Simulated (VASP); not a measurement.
A run of VASP 6.6.1 is set up as follows.

File POSCAR:

```
Ge
1.0
    1.3761917650     -2.5615082600      0.0000000000
    1.3761917650      2.5615082600      0.0000000000
    0.0000000000      0.0000000000      2.6172840700
Ge
1
Direct
    0.5000000000      0.5000000000      0.0000000000
```

INCAR.step1

```
ALGO = Normal
EDIFF = 1E-4
ENCUT = 520
GGA = PE
ISMEAR = 0
LASPH = True
LCHARG = False
LREAL = False
LWAVE = True
NBANDS = 13
NELM = 100
PREC = Accurate
SIGMA = 0.15
```

File INCAR.step2:

```
ALGO = Normal
EDIFF = 1E-6
ENCUT = 520
ISIF = 2
ISMEAR = 0
ISTART = 1
LASPH = True
LCHARG = True
LELF = True
LMIXTAU = True
LREAL = False
LVHAR = True
LWAVE = False
METAGGA = R2SCAN
NBANDS = 13
NELM = 100
PREC = Accurate
SIGMA = 0.15
```

KPOINTS

```
k-points
0
Gamma
  20 20 18
```

Potentials or basis: VASP PAW PBE potentials, release 64 (Ge_d).

Run with:

```bash
$ cat potpaw_PBE.64/Ge_d/POTCAR > POTCAR
$ cp INCAR.step1 INCAR
$ mpirun -np 1 vasp_std > vasp.out
$ cp INCAR.step2 INCAR
$ mpirun -np 1 vasp_std > vasp.out
```

(1) Predict the band gap on the k mesh.

(2) What does it give for the pressure?

Answers

(1) zero (bands 7 and 8 overlap by 11.01 eV).

(2) 1.0 GPa.

Caveat: the cell differs from its parent crystal (strain -0.015 along x and y, -0.030 along z); the PAW data sets were made with another functional, which shifts forces and pressure a little.
